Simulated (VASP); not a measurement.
# Ga (I4/mmm) in VASP: further runs, part 2 of 2

VASP 6.6.1. The steps go on from the part before.

### 4 Electric field gradients, PBEsol (volume scaled by 1.02)

Input file INCAR:

```
SYSTEM = Ga
PREC     = Accurate       ! precision mode
ENCUT    = 520            ! plane-wave cutoff, eV
EDIFF    = 1E-8           ! SCF threshold, eV
ISMEAR   = -1             ! smearing method
SIGMA    = 0.03           ! smearing width, eV
LREAL    = .False.        ! projectors in reciprocal space
LASPH    = .True.         ! aspherical terms in the spheres
NELM     = 100            ! most SCF steps
ALGO     = Normal         ! electronic algorithm
ISIF     = 2              ! what is computed and relaxed
LWAVE    = .False.        ! write WAVECAR
LCHARG   = .False.        ! write CHGCAR
GGA      = PS             ! functional
LEFG     = .True.       
NBANDS   = 12             ! bands
```

Input file KPOINTS:

```
regular mesh
0
Gamma
  16 16 16
  0 0 0
```

Input file POSCAR:

```
Ga
1.0
   -1.4132982842      1.4132982842      2.2437620196
    1.4132982842     -1.4132982842      2.2437620196
    1.4132982842      1.4132982842     -2.2437620196
Ga
1
Direct
    0.0000000000      0.0000000000      0.0000000000
```

Potentials or basis: VASP PAW PBE potentials, release 64 (Ga_d).

Started as:

```console
cat potpaw_PBE.64/Ga_d/POTCAR > POTCAR
mpirun -np 1 vasp_std > vasp.out
```

OUTCAR:

```text
SYSTEM = Ga
   PREC = Accurate
   ENCUT = 520
   EDIFF = 1E-8
   ISMEAR = -1
   LREAL = .False.
   LASPH = .True.
   NELM = 100
   ISIF = 2
   GGA = PS

 ion  position               nearest neighbor table
   1  0.000  0.000  0.000-

  LATTYP: Found a body centered tetragonal cell.
 ALAT       =     2.8265965684
 C/A-ratio  =     1.5876068376

  Lattice vectors:

 A1 = (  -1.4132982842,   1.4132982842,   2.2437620196)
 A2 = (   1.4132982842,  -1.4132982842,   2.2437620196)
 A3 = (   1.4132982842,   1.4132982842,  -2.2437620196)

Analysis of symmetry for initial positions (statically):
=====================================================================
 Subroutine PRICEL returns:
 Original cell was already a primitive cell.

 Routine SETGRP: Setting up the symmetry group for a
 body centered tetragonal supercell.

 Subroutine GETGRP returns: Found 16 space group operations
 (whereof 16 operations were pure point group operations)
[... 539 lines left out ...]

 VOLUME and BASIS-vectors are now :
 -----------------------------------------------------------------------------
  energy-cutoff  :      520.00
  volume of cell :       17.93
      direct lattice vectors                 reciprocal lattice vectors
    -1.413298284  1.413298284  2.243762020     0.000000000  0.353782358  0.222840032
     1.413298284 -1.413298284  2.243762020     0.353782358  0.000000000  0.222840032
     1.413298284  1.413298284 -2.243762020     0.353782358  0.353782358  0.000000000

 POSITION                                       TOTAL-FORCE (eV/Angst)
 -----------------------------------------------------------------------------------
      0.00000      0.00000      0.00000        -0.000000      0.000000      0.000000
 -----------------------------------------------------------------------------------
    total drift:                                0.000000      0.000000     -0.000000

  FREE ENERGIE OF THE ION-ELECTRON SYSTEM (eV)
  ---------------------------------------------------
  free  energy   TOTEN  =        -3.3382890309 eV

  energy  without entropy=       -3.3378239150  energy(sigma->0) =       -3.33805647

 Electric field gradients (V/A^2)
---------------------------------------------------------------------
 ion       V_xx      V_yy      V_zz      V_xy      V_xz      V_yz
---------------------------------------------------------------------
   1     -10.109   -10.109    20.217    -0.003    -0.002    -0.002
---------------------------------------------------------------------

 Electric field gradients after diagonalization (V/A^2)
 (convention: |V_zz| > |V_xx| > |V_yy|)
----------------------------------------------------------------------
 ion       V_xx      V_yy      V_zz     asymmetry (V_yy - V_xx)/ V_zz
----------------------------------------------------------------------
   1     -10.111   -10.106    20.217       0.000
----------------------------------------------------------------------

           NMR quadrupolar parameters

 Cq : quadrupolar parameter    Cq=e*Q*V_zz/h
 eta: asymmetry parameters     (V_yy - V_xx)/ V_zz
 Q  : nuclear electric quadrupole moment in mb (millibarn)
----------------------------------------------------------------------
 ion       Cq(MHz)       eta       Q (mb)
----------------------------------------------------------------------
   1       0.049       0.000       1.000
----------------------------------------------------------------------
```

OSZICAR:

```text
N       E                     dE             d eps       ncg     rms          rms(c)
DAV:   1     0.436469456240E+02    0.43647E+02   -0.66806E+03  9092   0.192E+03
DAV:   2    -0.125717662450E+01   -0.44904E+02   -0.43238E+02  8876   0.265E+02
DAV:   3    -0.336658301583E+01   -0.21094E+01   -0.21049E+01  9484   0.457E+01
DAV:   4    -0.338327017234E+01   -0.16687E-01   -0.16685E-01  9844   0.434E+00
DAV:   5    -0.338344283276E+01   -0.17266E-03   -0.17266E-03  9840   0.426E-01    0.982E-01
DAV:   6    -0.334661324944E+01    0.36830E-01   -0.61562E-02 10512   0.520E+00    0.457E-01
DAV:   7    -0.333927822883E+01    0.73350E-02   -0.88852E-03 11032   0.167E+00    0.137E-01
DAV:   8    -0.333828680515E+01    0.99142E-03   -0.81088E-04 10876   0.511E-01    0.717E-03
DAV:   9    -0.333828843490E+01   -0.16298E-05   -0.67952E-06 10748   0.429E-02    0.342E-03
DAV:  10    -0.333828910569E+01   -0.67079E-06   -0.28724E-07  9824   0.804E-03    0.215E-04
DAV:  11    -0.333828905855E+01    0.47139E-07   -0.56783E-09  7108   0.121E-03    0.964E-05
DAV:  12    -0.333828903190E+01    0.26650E-07   -0.81226E-10  5840   0.377E-04    0.463E-06
DAV:  13    -0.333828903093E+01    0.97316E-09   -0.16510E-10  5252   0.159E-04
   1 F= -.33382890E+01 E0= -.33380565E+01  d E =-.465116E-03
```

stdout:

```text
POSCAR found type information on POSCAR Ga
 POSCAR found :  1 types and       1 ions
 scaLAPACK will be used
 -----------------------------------------------------------------------------
|                                                                             |
|                                                                             |
|     You enforced a specific xc type in the INCAR file but a different       |
|     I HOPE YOU KNOW WHAT YOU ARE DOING!                                     |
|                                                                             |
 -----------------------------------------------------------------------------

 LDA part: xc-table for (Slater+PW92), standard interpolation
 POSCAR, INCAR and KPOINTS ok, starting setup
 FFT: planning ... GRIDC
 FFT: planning ... GRID_SOFT
 FFT: planning ... GRID
 WAVECAR not read
 entering main loop
ion   1
```

It took 27 s on 1 thread of Intel Xeon Platinum 8559C (Emerald Rapids), shared host; peak memory 0.19 GiB.

What came out:

* Free energy: -3.3383 eV
* Pressure: -0.5 GPa

Stress tensor (GPa, compression positive):
```
-0.33  0.00  0.00
 0.00 -0.33  0.00
 0.00  0.00 -0.95
```

Levels at points of the mesh, in eV from the Fermi level:
```csv
k point,band 3,band 4,band 5,band 6,band 7,band 8,band 9,band 10
"(0.00, 0.00, 0.00)",-14.84,-14.81,-14.68,-11.44,12.79,12.79,12.82,16.29
"(0.50, 0.00, 0.00)",-14.82,-14.64,-14.60,-4.94,-4.19,8.62,11.72,12.71
"(0.50, 0.50, 0.00)",-14.64,-14.64,-14.53,-2.20,-1.38,4.10,5.00,8.12
"(0.50, 0.50, 0.50)",-14.62,-14.61,-14.61,-3.84,-3.59,6.48,6.48,9.73
```

Electric field gradients, principal values (V/Å²):
```csv
atom,least,middle,greatest (by size)
1 Ga,-10.106,-10.111,20.217
```

Caveat: without QUAD_EFG the Cq values of the log hold for a quadrupole moment of 1 mb, not for the nuclei; the PAW data sets were made with another functional, which shifts forces and pressure a little.

### 5 Electric field gradients, PBEsol (volume scaled by 1.02)

Input file INCAR:

```
ALGO = Normal
EDIFF = 1E-8
ENCUT = 520
GGA = PS
ISIF = 2
ISMEAR = -1
LASPH = True
LCHARG = False
LEFG = True
LREAL = False
LWAVE = False
NBANDS = 12
NELM = 60
PREC = Accurate
SIGMA = 0.03
```

Input file KPOINTS:

```
k-points
0
Gamma
  16 16 16
```

POSCAR is that of step 4.

Potentials or basis: VASP PAW PBE potentials, release 64 (Ga_d).

Started as:

```console
cat potpaw_PBE.64/Ga_d/POTCAR > POTCAR
mpirun -np 1 vasp_std > vasp.out
```

OUTCAR:

```text
EDIFF = 1E-8
   ENCUT = 520
   GGA = PS
   ISIF = 2
   ISMEAR = -1
   LASPH = True
   LREAL = False
   NELM = 60
   PREC = Accurate

 ion  position               nearest neighbor table
   1  0.000  0.000  0.000-

  LATTYP: Found a body centered tetragonal cell.
 ALAT       =     2.8265965684
 C/A-ratio  =     1.5876068376

  Lattice vectors:

[... 566 lines left out ...]
 -----------------------------------------------------------------------------------
    total drift:                                0.000000      0.000000     -0.000000

  FREE ENERGIE OF THE ION-ELECTRON SYSTEM (eV)
  ---------------------------------------------------
  free  energy   TOTEN  =        -3.3382890309 eV

  energy  without entropy=       -3.3378239150  energy(sigma->0) =       -3.33805647

 Electric field gradients (V/A^2)
---------------------------------------------------------------------
 ion       V_xx      V_yy      V_zz      V_xy      V_xz      V_yz
---------------------------------------------------------------------
   1     -10.109   -10.109    20.217    -0.003    -0.002    -0.002
---------------------------------------------------------------------

 Electric field gradients after diagonalization (V/A^2)
 (convention: |V_zz| > |V_xx| > |V_yy|)
----------------------------------------------------------------------
 ion       V_xx      V_yy      V_zz     asymmetry (V_yy - V_xx)/ V_zz
----------------------------------------------------------------------
   1     -10.111   -10.106    20.217       0.000
----------------------------------------------------------------------

           NMR quadrupolar parameters

 Cq : quadrupolar parameter    Cq=e*Q*V_zz/h
 eta: asymmetry parameters     (V_yy - V_xx)/ V_zz
 Q  : nuclear electric quadrupole moment in mb (millibarn)
----------------------------------------------------------------------
 ion       Cq(MHz)       eta       Q (mb)
----------------------------------------------------------------------
   1       0.049       0.000       1.000
----------------------------------------------------------------------
```

OSZICAR:

```text
N       E                     dE             d eps       ncg     rms          rms(c)
DAV:   1     0.436469456240E+02    0.43647E+02   -0.66806E+03  9092   0.192E+03
DAV:   2    -0.125717662450E+01   -0.44904E+02   -0.43238E+02  8876   0.265E+02
DAV:   3    -0.336658301583E+01   -0.21094E+01   -0.21049E+01  9484   0.457E+01
DAV:   4    -0.338327017234E+01   -0.16687E-01   -0.16685E-01  9844   0.434E+00
DAV:   5    -0.338344283276E+01   -0.17266E-03   -0.17266E-03  9840   0.426E-01    0.982E-01
DAV:   6    -0.334661324944E+01    0.36830E-01   -0.61562E-02 10512   0.520E+00    0.457E-01
DAV:   7    -0.333927822883E+01    0.73350E-02   -0.88852E-03 11032   0.167E+00    0.137E-01
DAV:   8    -0.333828680515E+01    0.99142E-03   -0.81088E-04 10876   0.511E-01    0.717E-03
DAV:   9    -0.333828843490E+01   -0.16298E-05   -0.67952E-06 10748   0.429E-02    0.342E-03
DAV:  10    -0.333828910569E+01   -0.67079E-06   -0.28724E-07  9824   0.804E-03    0.215E-04
DAV:  11    -0.333828905855E+01    0.47139E-07   -0.56783E-09  7108   0.121E-03    0.964E-05
DAV:  12    -0.333828903190E+01    0.26650E-07   -0.81226E-10  5840   0.377E-04    0.463E-06
DAV:  13    -0.333828903093E+01    0.97316E-09   -0.16510E-10  5252   0.159E-04
   1 F= -.33382890E+01 E0= -.33380565E+01  d E =-.465116E-03
```

stdout:

```text
POSCAR found type information on POSCAR Ga
 POSCAR found :  1 types and       1 ions
 scaLAPACK will be used
 -----------------------------------------------------------------------------
|                                                                             |
|                                                                             |
|     You enforced a specific xc type in the INCAR file but a different       |
|     I HOPE YOU KNOW WHAT YOU ARE DOING!                                     |
|                                                                             |
 -----------------------------------------------------------------------------

 LDA part: xc-table for (Slater+PW92), standard interpolation
 POSCAR, INCAR and KPOINTS ok, starting setup
 FFT: planning ... GRIDC
 FFT: planning ... GRID_SOFT
 FFT: planning ... GRID
 WAVECAR not read
 entering main loop
ion   1
```

Run time: 27 s. Hardware: 1 thread of Intel Xeon Platinum 8559C (Emerald Rapids), shared host; peak memory 0.19 GiB.

Results:

- Free energy: -3.3383 eV
- Pressure: -0.5 GPa

Stress tensor (GPa, compression positive):
```
-0.33  0.00  0.00
 0.00 -0.33  0.00
 0.00  0.00 -0.95
```

Levels at points of the mesh, in eV from the Fermi level:
```csv
k point,band 2,band 3,band 4,band 5,band 6,band 7,band 8,band 9,band 10,band 11
"(0.00, 0.00, 0.00)",-14.84,-14.84,-14.81,-14.68,-11.44,12.79,12.79,12.82,16.29,16.33
"(0.50, 0.00, 0.00)",-14.93,-14.82,-14.64,-14.60,-4.94,-4.19,8.62,11.72,12.71,15.53
"(0.50, 0.50, 0.00)",-15.02,-14.64,-14.64,-14.53,-2.20,-1.38,4.10,5.00,8.12,8.19
"(0.50, 0.50, 0.50)",-15.02,-14.62,-14.61,-14.61,-3.84,-3.59,6.48,6.48,9.73,10.48
```

Electric field gradients, principal values (V/Å²):
| atom | least | middle | greatest (by size) |
| --- | --- | --- | --- |
| 1 Ga | -10.106 | -10.111 | 20.217 |

Caveat: without QUAD_EFG the Cq values of the log hold for a quadrupole moment of 1 mb, not for the nuclei; the PAW data sets were made with another functional, which shifts forces and pressure a little.

### 6 Electric field gradients, PBEsol (volume scaled by 1.06)

Input file INCAR:

```
  PREC = Accurate
  ENCUT = 520
  EDIFF = 1E-8
  ISMEAR = -1
  SIGMA = 0.03
  LREAL = False
  LASPH = True
  NELM = 100
  ALGO = Normal
  ISIF = 2
  LWAVE = False
  LCHARG = False
  GGA = PS
  LEFG = True
  NBANDS = 12
```

Input file KPOINTS:

```
regular mesh
0
Gamma
  16 16 16
```

Input file POSCAR:

```
Ga
1.0
   -1.4315364027      1.4315364027      2.2727169812
    1.4315364027     -1.4315364027      2.2727169812
    1.4315364027      1.4315364027     -2.2727169812
Ga
1
Direct
    0.0000000000      0.0000000000      0.0000000000
```

Potentials or basis: VASP PAW PBE potentials, release 64 (Ga_d).

Started as:

```console
cat potpaw_PBE.64/Ga_d/POTCAR > POTCAR
mpirun -np 1 vasp_std > vasp.out
```

OUTCAR:

```text
PREC = Accurate
   ENCUT = 520
   EDIFF = 1E-8
   ISMEAR = -1
   LREAL = False
   LASPH = True
   NELM = 100
   ISIF = 2
   GGA = PS

 ion  position               nearest neighbor table
   1  0.000  0.000  0.000-

  LATTYP: Found a body centered tetragonal cell.
 ALAT       =     2.8630728054
 C/A-ratio  =     1.5876068376

  Lattice vectors:

 A1 = (  -1.4315364027,   1.4315364027,   2.2727169812)
 A2 = (   1.4315364027,  -1.4315364027,   2.2727169812)
 A3 = (   1.4315364027,   1.4315364027,  -2.2727169812)

Analysis of symmetry for initial positions (statically):
=====================================================================
 Subroutine PRICEL returns:
 Original cell was already a primitive cell.

 Routine SETGRP: Setting up the symmetry group for a
[... 541 lines left out ...]
  in kB      -24.7419216    -24.7419216    -29.0325201      0.0000000     -0.0000000      0.0000000
  external PRESSURE =     -26.1721211 kB  Pullay stress =       0.0000000 kB

 VOLUME and BASIS-vectors are now :
 -----------------------------------------------------------------------------
  energy-cutoff  :      520.00
  volume of cell :       18.63
      direct lattice vectors                 reciprocal lattice vectors
    -1.431536403  1.431536403  2.272716981     0.000000000  0.349275086  0.220000996
     1.431536403 -1.431536403  2.272716981     0.349275086  0.000000000  0.220000996
     1.431536403  1.431536403 -2.272716981     0.349275086  0.349275086  0.000000000

 POSITION                                       TOTAL-FORCE (eV/Angst)
 -----------------------------------------------------------------------------------
      0.00000      0.00000      0.00000        -0.000000      0.000000      0.000000
 -----------------------------------------------------------------------------------
    total drift:                               -0.000000      0.000000      0.000000

  FREE ENERGIE OF THE ION-ELECTRON SYSTEM (eV)
  ---------------------------------------------------
  free  energy   TOTEN  =        -3.3312263447 eV

  energy  without entropy=       -3.3308351894  energy(sigma->0) =       -3.33103077

 Electric field gradients (V/A^2)
---------------------------------------------------------------------
 ion       V_xx      V_yy      V_zz      V_xy      V_xz      V_yz
---------------------------------------------------------------------
   1      -9.495    -9.495    18.990    -0.003    -0.001    -0.001
---------------------------------------------------------------------

 Electric field gradients after diagonalization (V/A^2)
 (convention: |V_zz| > |V_xx| > |V_yy|)
----------------------------------------------------------------------
 ion       V_xx      V_yy      V_zz     asymmetry (V_yy - V_xx)/ V_zz
----------------------------------------------------------------------
   1      -9.498    -9.492    18.990       0.000
----------------------------------------------------------------------

           NMR quadrupolar parameters

 Cq : quadrupolar parameter    Cq=e*Q*V_zz/h
 eta: asymmetry parameters     (V_yy - V_xx)/ V_zz
 Q  : nuclear electric quadrupole moment in mb (millibarn)
----------------------------------------------------------------------
 ion       Cq(MHz)       eta       Q (mb)
----------------------------------------------------------------------
   1       0.046       0.000       1.000
----------------------------------------------------------------------
```

It took 26 s on 1 thread of Intel Xeon Platinum 8559C (Emerald Rapids), shared host; peak memory 0.19 GiB.

Results:

| Property | Result |
| --- | --- |
| Free energy | -3.3312 eV |
| Pressure | -2.6 GPa |

Levels at points of the mesh, in eV from the Fermi level:
| k point | band 3 | band 4 | band 5 | band 6 | band 7 | band 8 | band 9 | band 10 |
| --- | --- | --- | --- | --- | --- | --- | --- | --- |
| (0.00, 0.00, 0.00) | -14.81 | -14.79 | -14.67 | -11.15 | 12.35 | 12.35 | 12.35 | 15.92 |
| (0.50, 0.00, 0.00) | -14.80 | -14.64 | -14.60 | -4.93 | -4.01 | 8.34 | 11.32 | 12.42 |
| (0.50, 0.50, 0.00) | -14.64 | -14.64 | -14.54 | -2.09 | -1.50 | 3.99 | 4.88 | 7.88 |
| (0.50, 0.50, 0.50) | -14.61 | -14.61 | -14.61 | -3.86 | -3.43 | 6.30 | 6.30 | 9.55 |

Electric field gradients, principal values (V/Å²):
| atom | least | middle | greatest (by size) |
| --- | --- | --- | --- |
| 1 Ga | -9.492 | -9.498 | 18.990 |

Caveat: without QUAD_EFG the Cq values of the log hold for a quadrupole moment of 1 mb, not for the nuclei; the PAW data sets were made with another functional, which shifts forces and pressure a little.

### 7 Overview

```tsv
cell	gap on the mesh (eV)	pressure (GPa)
a = 2.975 Å, angles 123.9, 123.9, 83.4°, 1 atom	none	1.3
a = 3.019 Å, angles 124.6, 124.6, 82.3°, 1 atom	none	-0.4
a = 3.005 Å, angles 123.9, 123.9, 83.4°, 1 atom	none	-0.5
a = 3.044 Å, angles 123.9, 123.9, 83.4°, 1 atom	none	-2.6
```

Alike in all rows: task electric field gradients; level PBEsol; potentials or basis VASP PAW PBE potentials, release 64 (Ga_d); no spin polarisation; k mesh 16 × 16 × 16; cutoff (eV) 520; smearing fermi-dirac 0.03 eV.

Caveats: the PAW data sets were made with another functional, which shifts forces and pressure a little.

Total energies depend on the potentials used, so only differences within one code and one set of settings carry meaning.
